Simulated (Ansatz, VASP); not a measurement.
# One calculation of Ge, two programs

File INCAR:

```
ALGO = Normal ; EDIFF = 1E-7
ENCUT = 520 ; GGA = PE
ISIF = 2 ; ISMEAR = -1
LASPH = T ; LCHARG = T
LELF = T ; LREAL = F
LVHAR = T ; LWAVE = F
NBANDS = 36 ; NELM = 100
PREC = Accurate ; SIGMA = 0.05
```

File KPOINTS:

```
k-points
0
Gamma
  7 7 7
```

Contents of POSCAR:

```
Ge
1.0
    0.0000000000      2.8857400000      5.1156650000
    2.6304970000      0.0000000000      5.1156650000
    2.6304970000      2.8857400000      0.0000000000
Ge
4
Direct
    0.7327300000      0.2710040000      0.7234450000
    0.2912110000      0.7162850000      0.2649330000
    0.2228240000      0.2082770000      0.7845330000
    0.7898500000      0.7744560000      0.2119070000
```

File input.yaml:

```yaml
crystal:
  lattice:
    - [0.0, 2.88574, 5.115665]
    - [2.630497, 0.0, 5.115665]
    - [2.630497, 2.88574, 0.0]
  atoms:
    - { symbol: Ge, position: [0.73273, 0.271004, 0.723445] }
    - { symbol: Ge, position: [0.291211, 0.716285, 0.264933] }
    - { symbol: Ge, position: [0.222824, 0.208277, 0.784533] }
    - { symbol: Ge, position: [0.78985, 0.774456, 0.211907] }
hamiltonian:
  xc: pbe
  pseudopotentials: { kind: paw }
kpoints:
  mp_grid: { grid: [7, 7, 7] }
scf:
  occupations: { method: fermi_dirac, width: 0.05 }
output:
  forces: true
  stress: true
  eigenvalues: true
  write_density: true
  write_potential: true
  elf: true
  volumetric_format: npy
```

Change from the starting cell: atoms moved at random, drawn with an rms of 0.05 Å.

Alike in both runs: task single point; functional PBE; k mesh 7 × 7 × 7; occupations fermi-dirac, width 0.05 eV; no spin polarisation.

```csv
,VASP,Ansatz
version,VASP 6.6.1,Ansatz 0.2.0
potentials or method,"VASP PAW PBE potentials, release 64 (Ge_d)",Ansatz PAW
plane-wave cutoff (eV),520,420
valence electrons in the cell,56,56
```

Ansatz gave:

| Item | Value |
| --- | --- |
| gap on the k mesh at the Fermi level (eV) | none |
| pressure (GPa) | 0.2 |
| traceless stress, the component that is largest in VASP (GPa) | -0.70 |
| rms of the force components (eV/Å) | 0.096 |

**Question.** What did VASP give for the same quantities?

**Answer.** gap on the k mesh at the Fermi level (eV): none; pressure (GPa): 0.2; traceless stress, the component that is largest in VASP (GPa): -0.70; rms of the force components (eV/Å): 0.097.

Atom by atom the forces differ by 0.001 eV/Å (rms over components). A gap of «none» marks a metal or a gap that the smearing closes. With one functional, cell and mesh, what is left measures potentials, basis and numerics.
